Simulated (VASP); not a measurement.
Here is a VASP 6.6.1 calculation.

File INCAR:

```
SYSTEM = CsPbBr3
PREC     = Accurate       ! precision mode
ENCUT    = 520            ! plane-wave cutoff, eV
EDIFF    = 1E-7           ! SCF threshold, eV
ISMEAR   = -1             ! smearing method
SIGMA    = 0.0806         ! smearing width, eV
LREAL    = .FALSE.        ! projectors in reciprocal space
LASPH    = .TRUE.         ! aspherical terms in the spheres
NELM     = 60             ! most SCF steps
ALGO     = Normal         ! electronic algorithm
ISIF     = 2              ! what is computed and relaxed
LWAVE    = .FALSE.        ! write WAVECAR
LCHARG   = .TRUE.         ! write CHGCAR
GGA      = PE             ! functional
LELF     = .TRUE.         ! ELF
LVHAR    = .TRUE.       
NBANDS   = 30             ! bands
```

KPOINTS

```
Automatic mesh
0
G
  3 3 3
  0 0 0
```

Contents of POSCAR:

```
CsPbBr3
1.0
    5.9764472750      0.0000000000      0.0000000000
    0.0000000000      5.9764472750      0.0000000000
    0.0000000000      0.0000000000      5.9764472750
Br Pb Cs
3 1 1
Direct
    0.0000000000      0.5000000000      0.5000000000
    0.5000000000      0.0000000000      0.5000000000
    0.5000000000      0.5000000000      0.0000000000
    0.5000000000      0.5000000000      0.5000000000
    0.0000000000      0.0000000000      0.0000000000
```

Potentials or basis: VASP PAW PBE potentials, release 64 (Br, Pb_d, Cs_sv).

Launch:

```bash
$ cat potpaw_PBE.64/Br/POTCAR potpaw_PBE.64/Pb_d/POTCAR potpaw_PBE.64/Cs_sv/POTCAR > POTCAR
$ mpirun -np 1 vasp_std > vasp.out
```

Q: Predict the pressure.

A: 0.0 GPa.

Q: What does it give for the band gap on the k mesh?

A: 3.95 eV.

Caveat: spin-orbit coupling is left out, which moves the levels of the heavy elements; an odd mesh through Γ misses points on the zone boundary, where band edges can lie.
